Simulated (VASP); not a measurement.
CdF2: single point with r2SCAN

CdF2:

```xyz
3
Lattice="0.0000 2.6942 2.6942 2.6942 0.0000 2.6942 2.6942 2.6942 0.0000" Properties=species:S:1:pos:R:3 pbc="T T T"
Cd    0.0000    0.0000    0.0000
F     1.3471    1.3471    1.3471
F     4.0413    4.0413    4.0413
```

```yaml
Program: VASP 6.6.1
Task: single point
Functional: r2SCAN
Potentials_or_basis: VASP PAW PBE potentials, release 64 (Cd, F)
Cutoff: 520 eV
k_mesh: 8 × 8 × 8
Occupations: gaussian, width 0.01 eV
Spin: no spin polarisation
```

```yaml
Pressure: 1.0 GPa
Band_gap_on_the_k_mesh: 3.75 eV (least direct gap 4.25 eV)
```

Levels at points of the mesh, in eV from the valence-band top:
```
           k point  band 9  band 10  band 11  band 12  band 13  band 14  band 15  band 16  band 17  band 18
(0.00, 0.00, 0.00)   -0.99    -0.99    -0.50    -0.50    -0.50     3.75    13.61    13.61    13.61    17.92
(0.50, 0.00, 0.00)   -2.28    -1.85    -1.85    -0.40    -0.40     7.98     9.70    15.59    15.59    18.96
(0.50, 0.50, 0.00)   -2.97    -2.97    -0.51    -0.09    -0.09     8.87    10.54    12.18    15.30    15.30
```

It took 52 s on 1 thread of AMD EPYC 9R45 (Zen 5) (shared host), peak memory 0.14 GiB.

Caveat: the PAW data sets were made with another functional, which shifts forces and pressure a little. A k mesh can miss the band edges.
